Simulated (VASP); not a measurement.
# Cr (P6_3/mmc) in VASP: relaxation of cell and atoms with r2SCAN

Aim: the relaxation of cell and atoms of Cr with r2SCAN.

All numbers are computed with VASP 6.6.1; they aren't measurements. Logs are shortened: lines on timing, memory, paths and dates and some standing lists are left out, and cuts for length are marked.

### 1 The cell of the first run

It takes space group P6_3/mmc (No. 194, hexagonal). Conventional cell: a = 2.569 Å, b = 2.569 Å, c = 4.196 Å, α = 90.00°, β = 90.00°, γ = 120.00°. Within 3.4 Å of Cr (site symmetry -6m2) lie 12 Cr at 2.57 Å.

This isn't the form of Cr at room conditions, which is bcc.

### 2 Relaxation of cell and atoms, r2SCAN, collinear spin, antiferromagnetic start

File POSCAR:

```
Cr
1.0
    2.5692592270      0.0000000000      0.0000000000
   -1.2846296135      2.2250437595      0.0000000000
    0.0000000000      0.0000000000      4.1956003177
Cr
2
Direct
    0.3333333333      0.6666666667      0.2500000000
    0.6666666667      0.3333333333      0.7500000000
```

File INCAR.step1:

```
SYSTEM = Cr
ALGO = Normal
EDIFF = 1E-4
ENCUT = 600
GGA = PE
ISMEAR = -1
ISPIN = 2
LASPH = .TRUE.
LCHARG = .FALSE.
LMAXMIX = 4
LREAL = .FALSE.
LWAVE = .TRUE.
MAGMOM = 1.5 -1.5
NELM = 150
PREC = Accurate
SIGMA = 0.05
```

File INCAR.step2:

```
SYSTEM = Cr
ALGO = Normal
EDIFF = 1E-6
EDIFFG = -0.01
ENCUT = 600
IBRION = 2
ISIF = 3
ISMEAR = -1
ISPIN = 2
ISTART = 1
LASPH = .TRUE.
LCHARG = .FALSE.
LMAXMIX = 4
LMIXTAU = .TRUE.
LORBIT = 11
LREAL = .FALSE.
LWAVE = .FALSE.
MAGMOM = 1.5 -1.5
METAGGA = R2SCAN
NELM = 150
NSW = 80
PREC = Accurate
SIGMA = 0.05
```

File KPOINTS:

```
k-points
0
G
  14 14 8
  0 0 0
```

Potentials or basis: VASP PAW PBE potentials, release 64 (Cr_pv).

Command:

```bash
$ cat potpaw_PBE.64/Cr_pv/POTCAR > POTCAR
$ cp INCAR.step1 INCAR
$ mpirun -np 1 vasp_std > vasp.out
$ cp INCAR.step2 INCAR
$ mpirun -np 1 vasp_std > vasp.out
```

OUTCAR:

```text
SYSTEM = Cr
   EDIFF = 1E-6
   EDIFFG = -0.01
   ENCUT = 600
   IBRION = 2
   ISIF = 3
   ISMEAR = -1
   ISPIN = 2
   ISTART = 1
   LASPH = .TRUE.
   LORBIT = 11
   LREAL = .FALSE.
   METAGGA = R2SCAN
   NELM = 150
   NSW = 80
   PREC = Accurate

 ion  position               nearest neighbor table
   1  0.333  0.667  0.250-   2 2.57   2 2.57   2 2.57   2 2.57   2 2.57   2 2.57
   2  0.667  0.333  0.750-   1 2.57   1 2.57   1 2.57   1 2.57   1 2.57   1 2.57

  LATTYP: Found a hexagonal cell.
 ALAT       =     2.5692592270
 C/A-ratio  =     1.6330000000

  Lattice vectors:

 A1 = (   2.5692592270,   0.0000000000,   0.0000000000)
 A2 = (  -1.2846296135,   2.2250437595,   0.0000000000)
 A3 = (   0.0000000000,   0.0000000000,   4.1956003177)

Analysis of symmetry for initial positions (statically):
=====================================================================
 Subroutine PRICEL returns:
 Original cell was already a primitive cell.

 Routine SETGRP: Setting up the symmetry group for a
 hexagonal supercell.

 Subroutine GETGRP returns: Found 24 space group operations
 (whereof 12 operations were pure point group operations)
 out of a pool of 24 trial point group operations.

The static configuration has the point symmetry D_3d.
 The point group associated with its full space group is D_6h.

Analysis of symmetry for dynamics (positions and initial velocities):
=====================================================================
 Subroutine PRICEL returns:
 Original cell was already a primitive cell.

 Routine SETGRP: Setting up the symmetry group for a
 hexagonal supercell.

 Subroutine GETGRP returns: Found 24 space group operations
 (whereof 12 operations were pure point group operations)
 out of a pool of 24 trial point group operations.

The dynamic configuration has the point symmetry D_3d.
 The point group associated with its full space group is D_6h.

Analysis of structural, dynamic, and magnetic symmetry:
=====================================================================
 Subroutine PRICEL returns:
 Original cell was already a primitive cell.

 Routine SETGRP: Setting up the symmetry group for a
 hexagonal supercell.

 Subroutine GETGRP returns: Found 24 space group operations
 (whereof 12 operations were pure point group operations)
 out of a pool of 24 trial point group operations.

The overall configuration has the point symmetry D_3d.
 The point group associated with its full space group is D_6h.

 Subroutine INISYM returns: Found 24 space group operations
 (whereof 12 operations are pure point group operations),
 and found     1 'primitive' translations

----------------------------------------------------------------------------------------

                                     Primitive cell

  volume of cell :      23.9850

  direct lattice vectors                    reciprocal lattice vectors
     2.569259227  0.000000000  0.000000000     0.389217246  0.224714682  0.000000000
    -1.284629613  2.225043760  0.000000000     0.000000000  0.449429363  0.000000000
     0.000000000  0.000000000  4.195600318     0.000000000  0.000000000  0.238344915

  length of vectors
     2.569259227  2.569259227  4.195600318     0.449429363  0.449429363  0.238344915

  position of ions in fractional coordinates (direct lattice)
     0.333333333  0.666666667  0.250000000
     0.666666667  0.333333333  0.750000000

  ion indices of the primitive-cell ions
   primitive index   ion index
                 1           1
                 2           2

----------------------------------------------------------------------------------------

 KPOINTS: k-points

Automatic generation of k-mesh.
 Grid dimensions read from file:
 generate k-points for:   14   14    8

 Generating k-lattice:

  Cartesian coordinates                     Fractional coordinates (reciprocal lattice)
     0.027801232  0.016051049  0.000000000     0.071428571  0.000000000  0.000000000
     0.000000000  0.032102097  0.000000000     0.000000000  0.071428571  0.000000000
     0.000000000  0.000000000  0.029793114     0.000000000  0.000000000  0.125000000

  Length of vectors
     0.032102097  0.032102097  0.029793114

  Shift w.r.t. Gamma in fractional coordinates (k-lattice)
     0.000000000  0.000000000  0.000000000

 Subroutine IBZKPT returns following result:
 ===========================================

 Found    120 irreducible k-points:

 Following reciprocal coordinates:
            Coordinates               Weight
  0.000000  0.000000  0.000000      1.000000
  0.071429  0.000000  0.000000      6.000000
  0.142857  0.000000  0.000000      6.000000
  0.214286  0.000000  0.000000      6.000000
  0.285714  0.000000  0.000000      6.000000
  0.357143  0.000000  0.000000      6.000000
[... 16 lines left out ...]
  0.285714  0.285714  0.000000      6.000000
  0.357143  0.285714  0.000000      6.000000
 [... further k-points ...]
   k-points           NKPTS =    120   k-points in BZ     NKDIM =    120   number of bands    NBANDS=     16
   number of dos      NEDOS =    301   number of ions     NIONS =      2
   total plane-waves  NPLWV =  20736
   dimension x,y,z NGX =    24 NGY =   24 NGZ =   36
   dimension x,y,z NGXF=    48 NGYF=   48 NGZF=   72
   ions per type =               2
   NGX,Y,Z   is equivalent  to a cutoff of  15.53, 15.53, 14.26 a.u.
   NGXF,Y,Z  is equivalent  to a cutoff of  31.06, 31.06, 28.53 a.u.
 SYSTEM =  Cr
   PREC   = accura    normal or accurate (medium, high low for compatibility)
   ISTART =      1    job   : 0-new  1-cont  2-samecut
   ICHARG =      0    charge: 1-file 2-atom 10-const
   ISPIN  =      2    spin polarized calculation?
   LNONCOLLINEAR =      F non collinear calculations
   LSORBIT =      F    spin-orbit coupling
   LASPH  =      T    aspherical Exc in radial PAW
   ENCUT  =  600.0 eV  44.10 Ry    6.64 a.u.   5.13  5.13  8.38*2*pi/ulx,y,z
   NELM   =    150;   NELMIN=  2; NELMDL=  0     # of ELM steps
   EDIFF  = 0.1E-05   stopping-criterion for ELM
   LREAL  =      F    real-space projection
   EDIFFG = -.1E-01   stopping-criterion for IOM
   NSW    =     80    number of steps for IOM
   IBRION =      2    ionic relax: 0-MD 1-quasi-New 2-CG
   NFREE  =      1    steps in history (QN), initial steepest desc. (CG)
   ISIF   =      3    stress and relaxation
   ISYM   =      2    0-nonsym 1-usesym 2-fastsym
   POTIM  = 0.5000    time-step for ionic-motion
   TEBEG  =    0.0;   TEEND  =   0.0 temperature during run
   PSTRESS=    0.0 pullay stress
   NELECT =      24.0000    total number of electrons
   NUPDOWN=      -1.0000    fix difference up-down
   EMIN   =  10.00;   EMAX   =-10.00  energy-range for DOS
   EFERMI =   0.00;   METHOD = LEGACY
   ISMEAR =    -1;   SIGMA  =   0.05  broadening in eV -4-tet -1-fermi 0-gaus
   EFERMI_NEDOS =   21; number of points for ismear=-14 and -15
   IALGO  =     38    algorithm
   IMIX   =      4    mixing-type and parameters
     AMIX     =   0.40;   BMIX     =  1.00
     AMIX_MAG =   1.60;   BMIX_MAG =  1.00
  volume/ion in A,a.u.               =      11.99        80.93
  Fermi-wavevector in a.u.,A,eV,Ry     =   1.637439  3.094310 36.480015  2.681205
  Thomas-Fermi vector in A             =   2.728578
   LORBIT       =     11    0 simple, 1 ext, 2 COOP (PROOUT), +10 PAW based schemes
   METAGGA = R2SCAN    functional components
   LHFCALC =     F    Hartree Fock is set to
   AEXX    =    0.0000 exact exchange contribution
   IVDW    =     0    specifies the selected vdW correction
   LEPSILON=     F    determine dielectric tensor
   LRPA    =     F    only Hartree local field effects (RPA)
 conjugate gradient relaxation of ions
 spin polarized calculation
  energy-cutoff  :      600.00
  volume of cell :       23.99
 maximum number of plane-waves:       818
 NGX is ok and might be reduce to    24
   NGX = 11   NGY = 11   NGZ = 17

--------------------------------------- Ionic step        1  -------------------------------------------

 number of electron      24.0000001 magnetization       0.0000000

 number of electron      24.0000001 magnetization      -0.0000000

 Free energy of the ion-electron system (eV)
  ---------------------------------------------------
  ext. energy  EPLUGINS =         0.00000000
  ---------------------------------------------------
  free energy    TOTEN  =       -28.51991492 eV

  energy without entropy =      -28.48389923  energy(sigma->0) =      -28.50190707

------------------------ aborting loop because EDIFF is reached ----------------------------------------

  FORCE on cell =-STRESS in cart. coord.  units (eV):
  Direction    XX          YY          ZZ          XY          YZ          ZX
  --------------------------------------------------------------------------------------
  -------------------------------------------------------------------------------------
  Total       -2.0005747     -2.0005747      1.0099131      0.0000000     -0.0000000      0.0000000
  in kB     -133.6363967   -133.6363967     67.4611884      0.0000000     -0.0000000      0.0000000
  external PRESSURE =     -66.6038683 kB  Pullay stress =       0.0000000 kB
[... 291 lines left out ...]
 number of electron      24.0000004 magnetization      -0.0000000

 number of electron      24.0000004 magnetization       0.0000000

 Free energy of the ion-electron system (eV)
  ---------------------------------------------------
  ext. energy  EPLUGINS =         0.00000000
  ---------------------------------------------------
  free energy    TOTEN  =       -28.69365406 eV

  energy without entropy =      -28.67176415  energy(sigma->0) =      -28.68270911

 E-fermi :  10.6234     XC(G=0): -14.8570

 val. band max:       10.6195552452   @ k =   0.3571   0.1429   0.1250
 cond. band min:      10.6334028695   @ k =   0.2857   0.2857   0.2500
 fundamental gap:      0.0138476243
 Fermi energy:        10.6233535943

 spin component 1

 k-point     1 :       0.0000    0.0000    0.0000
  band No.  band energies     occupation
      1     -34.3462      1.00000
      2     -33.6442      1.00000
      3     -33.4367      1.00000
      4     -33.4366      1.00000
      5     -33.3748      1.00000
      6     -33.3748      1.00000
[... 433 lines left out ...]
      3     -34.0357      1.00000
      4     -33.9398      1.00000
      5     -33.8533      1.00000
      6     -33.7984      1.00000
[... 8 lines left out ...]
     15      12.3585      0.00000
     16      12.5237      0.00000

 [... further k-points ...]

 spin component 2

 k-point     1 :       0.0000    0.0000    0.0000
  band No.  band energies     occupation
      1     -34.3462      1.00000
      2     -33.6442      1.00000
      3     -33.4367      1.00000
      4     -33.4366      1.00000
      5     -33.3748      1.00000
      6     -33.3748      1.00000
[... 433 lines left out ...]
      3     -34.0357      1.00000
      4     -33.9398      1.00000
      5     -33.8533      1.00000
      6     -33.7984      1.00000
[... 8 lines left out ...]
     15      12.3585      0.00000
     16      12.5237      0.00000

 [... further k-points ...]
[... 5 lines left out ...]
  --------------------------------------------------------------------------------------
  -------------------------------------------------------------------------------------
  Total       -0.0140518     -0.0140518      0.0180524      0.0000000     -0.0000000      0.0000000
  in kB       -0.9610425     -0.9610425      1.2346502      0.0000000     -0.0000000      0.0000000
  external PRESSURE =      -0.2291450 kB  Pullay stress =       0.0000000 kB
[... 17 lines left out ...]
  FREE ENERGIE OF THE ION-ELECTRON SYSTEM (eV)
  ---------------------------------------------------
  free  energy   TOTEN  =       -28.6936540643 eV

  energy  without entropy=      -28.6717641516  energy(sigma->0) =      -28.68270911

 reached required accuracy - stopping structural energy minimisation

 total charge

# of ion       s       p       d       tot
------------------------------------------
    1        0.702   6.400   4.192  11.294
    2        0.702   6.400   4.192  11.294
--------------------------------------------------
tot          1.405  12.799   8.384  22.588

 magnetization (x)

# of ion       s       p       d       tot
------------------------------------------
    1       -0.000  -0.000  -0.000  -0.000
    2        0.000   0.000   0.000   0.000
--------------------------------------------------
tot          0.000   0.000   0.000   0.000
```

It took 36 min on 1 thread of Oxide Virtual Turin-like, shared host; peak memory 0.22 GiB.

What came out:

```yaml
Free_energy: -28.6937 eV
Relaxed_volume: 11.71 Å³/atom
Relaxed_cell: a = 2.459 Å, b = 2.459 Å, c = 4.474 Å, α = 90.00°, β = 90.00°, γ = 120.00°
Space_group_after_relaxing_to_0.1_Å: P6_3/mmc (No. 194)
Energy_gained_by_relaxing: 86.9 meV/atom
Ionic_steps: 9
Pressure_after_relaxing: 0.0 GPa
Band_gap_on_the_k_mesh: zero (filled and empty bands overlap)
Net_moment: 0.00 μB per cell
Valence_electrons_inside_the_program's_atomic_spheres: Cr 11.29
```

Stress tensor (GPa, compression positive):
```
-0.10  0.00  0.00
 0.00 -0.10  0.00
 0.00  0.00  0.12
```

Step by step:
| step | energy change (eV) | largest force (eV/Å) | pressure (GPa) | volume (Å³) |
| --- | --- | --- | --- | --- |
| 1 | 0.0000 | 0.0000 | -6.66 | 23.99 |
| 2 | -0.1070 | 0.0000 | 13.65 | 22.26 |
| 3 | -0.1120 | 0.0000 | 10.19 | 22.50 |
| 4 | -0.1552 | 0.0000 | 7.71 | 22.80 |
| 5 | -0.1571 | 0.0000 | 7.98 | 22.76 |
| 6 | -0.1721 | 0.0000 | -2.08 | 23.62 |
| 7 | -0.1737 | 0.0000 | 0.17 | 23.41 |
| 8 | -0.1737 | 0.0000 | 0.01 | 23.42 |
| 9 | -0.1737 | 0.0000 | -0.02 | 23.43 |

Final structure:
```
Cr
1.0
     2.45875    0.00000    0.00000
    -1.22937    2.12934    0.00000
     0.00000    0.00000    4.47448
Cr
2
Direct
  0.33333 0.66667 0.25000
  0.66667 0.33333 0.75000
```

Caveat: the moments typed at the start vanished in this run; the PAW data sets were made with another functional, which shifts forces and pressure a little.
